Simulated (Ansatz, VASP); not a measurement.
# One calculation of WC, two programs

```
CELL_PARAMETERS angstrom
2.88103 0.00000 0.00000
-1.44052 2.49505 0.00000
0.00000 0.00000 2.81001
ATOMIC_POSITIONS crystal
W 0.00000 0.00000 0.00000
C 0.66667 0.33333 0.50000
```

Change from the starting cell: volume scaled by 0.98, crystal datasets.

Alike in both runs: task electric field gradients; functional PBEsol; k mesh 13 × 13 × 12; occupations fermi-dirac, width 0.05 eV; no spin polarisation.

```csv
,VASP,Ansatz
version,VASP 6.6.1,Ansatz 0.2.0
potentials or method,"VASP PAW PBE potentials, release 64 (W_sv, C), cutoff 520 eV","all-electron PAW with datasets made for the crystal, scalar-relativistic"
```

Ansatz gave:

```
pressure (GPa)                                                : 7.7
traceless stress, the component that is largest in VASP (GPa) : 0.52
size of Vzz on the site where it differs most (V/Å²)          : 145.2
```

**Question.** Which values does VASP return?

**Answer.** Pressure (GPa): 9.2; traceless stress, the component that is largest in VASP (GPa): 0.79; size of Vzz on the site where it differs most (V/Å²): 155.8.

VASP's potentials were made for PBE, not for PBEsol. Ansatz ran all-electron here, and VASP with PAW potentials.

Spin-orbit coupling is off throughout.
